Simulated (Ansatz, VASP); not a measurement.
# One calculation of Bi2Se3, two programs

Contents of INCAR:

```
SYSTEM = Bi2Se3
  ALGO = Normal
  EDIFF = 1E-7
  ENCUT = 520
  GGA = PS
  ISIF = 2
  ISMEAR = -1
  LASPH = .True.
  LCHARG = .False.
  LREAL = .False.
  LWAVE = .False.
  NBANDS = 32
  NELM = 100
  PREC = Accurate
  SIGMA = 0.03
```

KPOINTS

```
k-points
0
Gamma
  6 6 6
  0 0 0
```

Contents of POSCAR:

```
Bi2Se3
1.0
    2.0714992968      1.1959806766      9.4498767000
   -2.0714992968      1.1959806766      9.4498767000
    0.0000000000     -2.3919613533      9.4498767000
Bi Se
2 3
Direct
    0.4008000000      0.4008000000      0.4008000000
    0.5992000000      0.5992000000      0.5992000000
    0.0000000000      0.0000000000      0.0000000000
    0.2117000000      0.2117000000      0.2117000000
    0.7883000000      0.7883000000      0.7883000000
```

Input for Ansatz:

```yaml
crystal:
  lattice:
    - [2.0714992968, 1.1959806766, 9.4498767]
    - [-2.0714992968, 1.1959806766, 9.4498767]
    - [0.0, -2.3919613533, 9.4498767]
  atoms:
    - { symbol: Bi, position: [0.4008, 0.4008, 0.4008] }
    - { symbol: Bi, position: [0.5992, 0.5992, 0.5992] }
    - { symbol: Se, position: [0.0, 0.0, 0.0] }
    - { symbol: Se, position: [0.2117, 0.2117, 0.2117] }
    - { symbol: Se, position: [0.7883, 0.7883, 0.7883] }
kpoints:
  mp_grid: { grid: [6, 6, 6] }
  band_path:
    path:
      - [0.0, 0.0, 0.0]
      - [0.5, 0.5, 0.5]
      - [0.8226549678, 0.1773450322, 0.5]
      - [0.5, -0.1773450322, 0.1773450322]
      - [0.5, 0.0, 0.0]
      - [0.0, 0.0, 0.0]
      - [0.3386725161, -0.3386725161, 0.0]
      - [0.6613274839, 0.0, 0.3386725161]
      - [0.5, 0.0, 0.5]
    npoints: 5
scf:
  occupations: { method: fermi_dirac, width: 0.03 }
hamiltonian:
  xc: pbesol
  pseudopotentials: { kind: all_electron, lapw: { basis_error: 0.0005 } }
output:
  forces: true
  stress: true
  eigenvalues: true
```

Change from the starting cell: zz strain of -1 %.

Alike in both runs: task single point; functional PBEsol; k mesh 6 × 6 × 6; occupations fermi-dirac, width 0.03 eV; no spin polarisation.

|  | VASP | Ansatz |
| --- | --- | --- |
| version | VASP 6.6.1 | Ansatz 0.2.0 |
| potentials or method | VASP PAW PBE potentials, release 64 (Bi_d, Se), cutoff 520 eV | all-electron LAPW, scalar-relativistic |

```csv
,VASP,Ansatz,Ansatz less VASP
pressure (GPa),0.3,0.3,-0.04
"traceless stress, the component that is largest in VASP (GPa)",0.28,0.28,0.000
rms of the force components (eV/Å),0.107,0.099,-0.0073
```

VASP's potentials were made for PBE, not for PBEsol. Atom by atom the forces differ by 0.007 eV/Å (rms over components). Ansatz ran all-electron here, and VASP with PAW potentials.

Neither program's run includes spin-orbit coupling.
